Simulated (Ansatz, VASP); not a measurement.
## Ba: VASP beside Ansatz

File POSCAR:

```
Ba
1.0
   -2.6041500000      2.6041500000      2.6041500000
    2.6041500000     -2.6041500000      2.6041500000
    2.6041500000      2.6041500000     -2.6041500000
Ba
1
Direct
    0.0000000000      0.0000000000      0.0000000000
```

File INCAR.step1:

```
PREC = Accurate ; ENCUT = 520
ISMEAR = 0 ; SIGMA = 0.1
LREAL = False ; LASPH = True
NELM = 80 ; NBANDS = 11
GGA = PE ; ALGO = Normal
EDIFF = 1E-4 ; LWAVE = True
LCHARG = False
```

File INCAR.step2:

```
PREC = Accurate ; ENCUT = 520
EDIFF = 1E-6 ; ISMEAR = 0
SIGMA = 0.1 ; LREAL = False
LASPH = True ; NELM = 80
ALGO = Normal ; ISIF = 2
LWAVE = False ; LCHARG = True
METAGGA = R2SCAN ; LMIXTAU = True
LELF = True ; LVHAR = True
NBANDS = 11 ; ISTART = 1
```

File KPOINTS:

```
regular mesh
0
Gamma
  12 12 12
```

Input for Ansatz:

```yaml
crystal:
  lattice:
    - [-2.60415, 2.60415, 2.60415]
    - [2.60415, -2.60415, 2.60415]
    - [2.60415, 2.60415, -2.60415]
  atoms:
    - { symbol: Ba, position: [0.0, 0.0, 0.0] }
basis:
  ecutwfc: 500
kpoints:
  mp_grid: { grid: [12, 12, 12] }
hamiltonian:
  xc: r2scan
scf:
  occupations: { method: gaussian, width: 0.1 }
output:
  forces: true
  stress: true
  eigenvalues: true
```

Alike in both runs: task single point; functional r2SCAN; k mesh 12 × 12 × 12; occupations gaussian, width 0.1 eV; no spin polarisation.

```csv
,VASP,Ansatz
version,VASP 6.6.1,Ansatz 0.2.0
potentials or method,"VASP PAW PBE potentials, release 64 (Ba_sv), cutoff 520 eV","scalar-relativistic, plane waves, PAW"
valence electrons in the cell,10,10
```

```tsv
	VASP	Ansatz	Ansatz less VASP
gap on the k mesh at the Fermi level (eV)	none	none	-
pressure (GPa)	-0.6	-0.6	-0.03
```

VASP's potentials were made for PBE, not for r2SCAN. A gap of «none» marks a metal or a gap that the smearing closes. The functional is the same, so the differences come from potentials, cutoffs and numerics.

Neither program's run includes spin-orbit coupling.
